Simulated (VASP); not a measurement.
# Cu2O (Pn-3m) in VASP: notebook, part 2 of 2

VASP 6.6.1. The steps go on from the part before.

### 3 G0W0 quasiparticle levels, PBE

The input, POSCAR:

```
Cu2O
1.0
    4.2700000000      0.0000000000      0.0000000000
    0.0000000000      4.2700000000      0.0000000000
    0.0000000000      0.0000000000      4.2700000000
Cu O
4 2
Direct
    0.2500000000      0.2500000000      0.2500000000
    0.2500000000      0.7500000000      0.7500000000
    0.7500000000      0.2500000000      0.7500000000
    0.7500000000      0.7500000000      0.2500000000
    0.0000000000      0.0000000000      0.0000000000
    0.5000000000      0.5000000000      0.5000000000
```

The input, INCAR.step1:

```
SYSTEM = Cu2O
PREC = Accurate
ENCUT = 500
EDIFF = 1E-8
ISMEAR = 0
SIGMA = 0.01
LREAL = .False.
LASPH = .True.
NELM = 80
ALGO = Normal
LWAVE = .True.
LCHARG = .False.
GGA = PE
```

The input, INCAR.step2:

```
SYSTEM = Cu2O
PREC = Accurate
ENCUT = 500
EDIFF = 1E-8
ISMEAR = 0
SIGMA = 0.01
LREAL = .False.
LASPH = .True.
NELM = 1
ALGO = Exact
LWAVE = .True.
LCHARG = .False.
GGA = PE
NBANDS = 376
LOPTICS = .True.
ISTART = 1
```

The input, INCAR.step3:

```
SYSTEM = Cu2O
PREC = Accurate
ENCUT = 500
EDIFF = 1E-8
ISMEAR = 0
SIGMA = 0.01
LREAL = .False.
LASPH = .True.
ALGO = EVGW0
LWAVE = .False.
LCHARG = .False.
GGA = PE
NELMGW = 1
NBANDS = 376
ENCUTGW = 113.3
NOMEGA = 48
PRECFOCK = Fast
ISTART = 1
NBANDSGW = 36
```

The input, KPOINTS:

```
regular mesh
0
Gamma
  2 2 2
  0 0 0
```

Potentials or basis: VASP PAW PBE potentials, release 64 (Cu_GW, O_GW).

Run with:

```bash
> cat potpaw_PBE.64/Cu_GW/POTCAR potpaw_PBE.64/O_GW/POTCAR > POTCAR
> cp INCAR.step1 INCAR
> mpirun -np 1 vasp_std > vasp.out
> cp INCAR.step2 INCAR
> mpirun -np 1 vasp_std > vasp.out
> cp INCAR.step3 INCAR
> mpirun -np 1 vasp_std > vasp.out
```

OUTCAR:

```text
SYSTEM = Cu2O
   PREC = Accurate
   ENCUT = 500
   EDIFF = 1E-8
   ISMEAR = 0
   LREAL = .False.
   LASPH = .True.
   GGA = PE
   NELMGW = 1
   ENCUTGW = 113.3
   PRECFOCK = Fast
   ISTART = 1

 ion  position               nearest neighbor table
   1  0.250  0.250  0.250-   5 1.85   6 1.85
   2  0.250  0.750  0.750-   5 1.85   6 1.85
   3  0.750  0.250  0.750-   5 1.85   6 1.85
   4  0.750  0.750  0.250-   5 1.85   6 1.85
   5  0.000  0.000  0.000-   1 1.85   2 1.85   3 1.85   4 1.85
   6  0.500  0.500  0.500-   1 1.85   2 1.85   3 1.85   4 1.85

  LATTYP: Found a simple cubic cell.
 ALAT       =     4.2700000000

  Lattice vectors:

 A1 = (   4.2700000000,   0.0000000000,   0.0000000000)
 A2 = (   0.0000000000,   4.2700000000,   0.0000000000)
 A3 = (   0.0000000000,   0.0000000000,   4.2700000000)

Analysis of symmetry for initial positions (statically):
=====================================================================
 Subroutine PRICEL returns:
 Original cell was already a primitive cell.

 Routine SETGRP: Setting up the symmetry group for a
 simple cubic supercell.

 Subroutine GETGRP returns: Found 48 space group operations
 (whereof 24 operations were pure point group operations)
 out of a pool of 48 trial point group operations.

The static configuration has the point symmetry T_d .
 The point group associated with its full space group is O_h .

Analysis of symmetry for dynamics (positions and initial velocities):
=====================================================================
 Subroutine PRICEL returns:
 Original cell was already a primitive cell.

 Routine SETGRP: Setting up the symmetry group for a
 simple cubic supercell.

 Subroutine GETGRP returns: Found 48 space group operations
 (whereof 24 operations were pure point group operations)
 out of a pool of 48 trial point group operations.

The dynamic configuration has the point symmetry T_d .
 The point group associated with its full space group is O_h .
[... 78 lines left out ...]
   ISTART =      1    job   : 0-new  1-cont  2-samecut
   ICHARG =      0    charge: 1-file 2-atom 10-const
   ISPIN  =      1    spin polarized calculation?
   LNONCOLLINEAR =      F non collinear calculations
   LSORBIT =      F    spin-orbit coupling
   LASPH  =      T    aspherical Exc in radial PAW
   ENCUT  =  500.0 eV  36.75 Ry    6.06 a.u.   7.79  7.79  7.79*2*pi/ulx,y,z
   NELM   =     60;   NELMIN=  2; NELMDL=  0     # of ELM steps
   EDIFF  = 0.1E-07   stopping-criterion for ELM
   LREAL  =      F    real-space projection
   EDIFFG = 0.1E-06   stopping-criterion for IOM
   NSW    =      0    number of steps for IOM
   IBRION =     -1    ionic relax: 0-MD 1-quasi-New 2-CG
   NFREE  =      0    steps in history (QN), initial steepest desc. (CG)
   ISIF   =      0    stress and relaxation
   ISYM   =      3    0-nonsym 1-usesym 2-fastsym
   POTIM  = 0.5000    time-step for ionic-motion
   TEBEG  =    0.0;   TEEND  =   0.0 temperature during run
   PSTRESS=    0.0 pullay stress
   NELECT =      56.0000    total number of electrons
   NUPDOWN=      -1.0000    fix difference up-down
   EMIN   =  10.00;   EMAX   =-10.00  energy-range for DOS
   EFERMI =   0.00;   METHOD = LEGACY
   ISMEAR =     0;   SIGMA  =   0.01  broadening in eV -4-tet -1-fermi 0-gaus
   EFERMI_NEDOS =   21; number of points for ismear=-14 and -15
   IALGO  =     38    algorithm
   IMIX   =      4    mixing-type and parameters
     AMIX     =   0.40;   BMIX     =  1.00
     AMIX_MAG =   1.60;   BMIX_MAG =  1.00
  volume/ion in A,a.u.               =      12.98        87.56
  Fermi-wavevector in a.u.,A,eV,Ry     =   1.466818  2.771885 29.273693  2.151556
  Thomas-Fermi vector in A             =   2.582510
   LORBIT       =      0    0 simple, 1 ext, 2 COOP (PROOUT), +10 PAW based schemes
   GGA     = PE    functional components
   LHFCALC =     T    Hartree Fock is set to
   PRECFOCK=fast      Normal, Fast or Accurate (Low or Medium for compatibility)
   ENCUT4O =  -1.0   cutoff for four orbital integrals eV
   NKREDX  =     1    reduce k-point grid by
   NKREDY  =     1    reduce k-point grid by
   NKREDZ  =     1    reduce k-point grid by
   AEXX    =    1.0000 exact exchange contribution
   HFSCREEN=    0.0000 screening length (either q_TF or 0.3 A-1)
   HFSCREENC=   0.0000 screening length for correlation (either q_TF or 0.3 A-1)
   ENCUTFOCK=  -1.0 apply spherical cutoff to Coloumb kernel
   IVDW    =     0    specifies the selected vdW correction
   LEPSILON=     F    determine dielectric tensor
   LRPA    =     F    only Hartree local field effects (RPA)
   LRPAFORCE           =     F    calculate RPA forces
   ENCUTGW             = 113.3    cutoff for response function in eV
   ENCUTGWSOFT         =  90.6    soft cutoff for Coulomb kernel in GW response function in eV
   ENCUTLF             =  -1.0    cutoff for local field effects
   NELMGW              =     1    number of iterations in solving QP/BSE equation
   NELMHF              =     1    number of iterations in the inner HF iteration
   NKREDLFX            =     1    NKREDLFY  =   1   NKREDLFZ  =   1
 non-spin polarized calculation
 Gauss-broadening in eV      SIGMA  =   0.01
  energy-cutoff  :      500.00
  volume of cell :       77.85
 maximum number of plane-waves:      2000
 NGX is ok and might be reduce to    32
  NGX = 18; NGY = 18; NGZ = 18
   NGX = 15   NGY = 15   NGZ = 15
 maximum number of plane-waves:       228
 NGX is ok and might be reduce to    16

 QP shifts <psi_nk| G(iteration)W_0 |psi_nk>: iteration 1
 for sc-GW calculations column KS-energies equals QP-energies in previous step
 and V_xc(KS)=  KS-energies - (<T + V_ion + V_H > + <T+V_H+V_ion>^1  + <V_x>^1)

 k-point   1 :       0.0000    0.0000    0.0000
  band No.  KS-energies  QP-energies   sigma(KS)   V_xc(KS)     V^pw_x(r,r')   Z            occupation Imag(sigma)

      1     -16.6829     -17.6002     -20.7731     -19.2584     -30.8141       0.6056       2.0000       0.9852
      2     -15.9523     -16.9601     -21.4871     -19.8875     -31.2945       0.6300       2.0000       0.8721
      3      -3.7835      -4.0106     -17.7386     -17.3859     -24.6520       0.6438       2.0000       0.6566
      4      -3.7835      -4.0106     -17.7386     -17.3859     -24.6520       0.6438       2.0000       0.6566
      5      -3.7835      -4.0106     -17.7386     -17.3859     -24.6520       0.6438       2.0000       0.6566
      6      -1.4659      -1.9080     -12.5590     -11.9054     -17.5707       0.6763       2.0000       0.5826
[... 148 lines left out ...]
     35      10.4328      10.4052     -10.0788     -10.0424      -4.6029       0.7575       0.0000      -0.3333
     36      11.0022      11.5281     -12.0802     -12.7791      -5.8296       0.7526       0.0000      -0.4788
```

OUTCAR.step1:

```text
SYSTEM = Cu2O
   PREC = Accurate
   ENCUT = 500
   EDIFF = 1E-8
   ISMEAR = 0
   LREAL = .False.
   LASPH = .True.
   NELM = 80
[... 358 lines left out ...]
      3.20250      3.20250      1.06750         0.000000     -0.000000     -0.000000
      0.00000      0.00000      0.00000         0.000000      0.000000      0.000000
      2.13500      2.13500      2.13500        -0.000000      0.000000      0.000000
 -----------------------------------------------------------------------------------
    total drift:                               -0.000000      0.000000      0.000000

  FREE ENERGIE OF THE ION-ELECTRON SYSTEM (eV)
  ---------------------------------------------------
  free  energy   TOTEN  =       -27.0705023347 eV

  energy  without entropy=      -27.0705023347  energy(sigma->0) =      -27.07050233
```

OUTCAR.step2:

```text
SYSTEM = Cu2O
   PREC = Accurate
   ENCUT = 500
   EDIFF = 1E-8
[... 724 lines left out ...]
  --------------------------------------------------------------------------------------------------------------
     0.00000    31.13337    31.13337    31.13337    -0.00000    -0.00000    -0.00000
     2.02448     0.90794     0.90794     0.90794    -0.00000    -0.00000     0.00000
     4.04896     2.99643     2.99643     2.99643    -0.00000    -0.00000     0.00000
     6.07344    -2.75244    -2.75244    -2.75244    -0.00000    -0.00000    -0.00000
     8.09793    -0.25605    -0.25605    -0.25605    -0.00000    -0.00000     0.00000
    10.12241    -0.09585    -0.09585    -0.09585    -0.00000    -0.00000    -0.00000
[... 92 lines left out ...]
   198.39918     0.97079     0.97079     0.97079     0.00000     0.00000     0.00000
   200.42366     0.97150     0.97150     0.97150     0.00000     0.00000     0.00000
```

Run time: 2.2 min. Hardware: 1 thread of Intel Xeon 6975P-C (Granite Rapids), shared host; peak memory 0.85 GiB.

Results:

```
Quasiparticle gap                                   : 1.24 eV
Least direct quasiparticle gap                      : 1.24 eV
Band gap of the starting levels on the mesh         : 0.52 eV
Least direct gap of the starting levels on the mesh : 0.52 eV
```

Caveat: the k points lie up to 0.74 Å⁻¹ apart; bands, screening cutoff and mesh are small and nothing is extrapolated, so the quasiparticle values aren't converged.
